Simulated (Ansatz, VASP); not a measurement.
# Two plane-wave programs on TiO

Contents of POSCAR:

```
TiO
1.0
    3.0309987015      0.0000000000      0.0000000000
   -1.5154993507      2.6249218743      0.0000000000
    0.0000000000      0.0000000000      3.2377000000
Ti O
1 1
Direct
    0.6666666667      0.3333333333      0.0000000000
    0.0000000000      0.0000000000      0.5000000000
```

The input INCAR.step1:

```
SYSTEM = TiO
PREC = Accurate
ENCUT = 520
ISMEAR = 0
SIGMA = 0.01
LREAL = .False.
LASPH = .True.
NELM = 100
NBANDS = 16
GGA = PE
ALGO = Normal
EDIFF = 1E-4
LWAVE = .True.
LCHARG = .False.
```

Contents of INCAR.step2:

```
SYSTEM = TiO
PREC = Accurate
ENCUT = 520
EDIFF = 1E-6
ISMEAR = 0
SIGMA = 0.01
LREAL = .False.
LASPH = .True.
NELM = 100
ALGO = Normal
ISIF = 2
LWAVE = .False.
LCHARG = .False.
METAGGA = R2SCAN
LMIXTAU = .True.
NBANDS = 16
ISTART = 1
```

File KPOINTS:

```
Automatic mesh
0
Gamma
  18 18 14
  0 0 0
```

Input for Ansatz:

```yaml
crystal:
  lattice:
    - [3.0309987015, 0.0, 0.0]
    - [-1.5154993507, 2.6249218743, 0.0]
    - [0.0, 0.0, 3.2377]
  atoms:
    - { symbol: Ti, position: [0.6666666667, 0.3333333333, 0.0] }
    - { symbol: O, position: [0.0, 0.0, 0.5] }
basis:
  ecutwfc: 500
kpoints:
  mp_grid: { grid: [18, 18, 14] }
hamiltonian:
  xc: r2scan
scf:
  occupations: { method: gaussian, width: 0.01 }
output:
  forces: true
  stress: true
  eigenvalues: true
```

Alike in both runs: task single point; functional r2SCAN; k mesh 18 × 18 × 14; occupations gaussian, width 0.01 eV; no spin polarisation.

```csv
,VASP,Ansatz
version,VASP 6.6.1,Ansatz 0.2.0
potentials or method,"VASP PAW PBE potentials, release 64 (Ti_sv, O), cutoff 520 eV","scalar-relativistic, plane waves, PAW"
valence electrons in the cell,18,18
```

```csv
,VASP,Ansatz,Ansatz less VASP
gap on the k mesh at the Fermi level (eV),0.17,0.17,+0.002
least direct gap on the mesh (eV),0.17,0.17,+0.002
```

VASP's potentials were made for PBE, not for r2SCAN. The functional is the same, so the differences come from potentials, cutoffs and numerics.
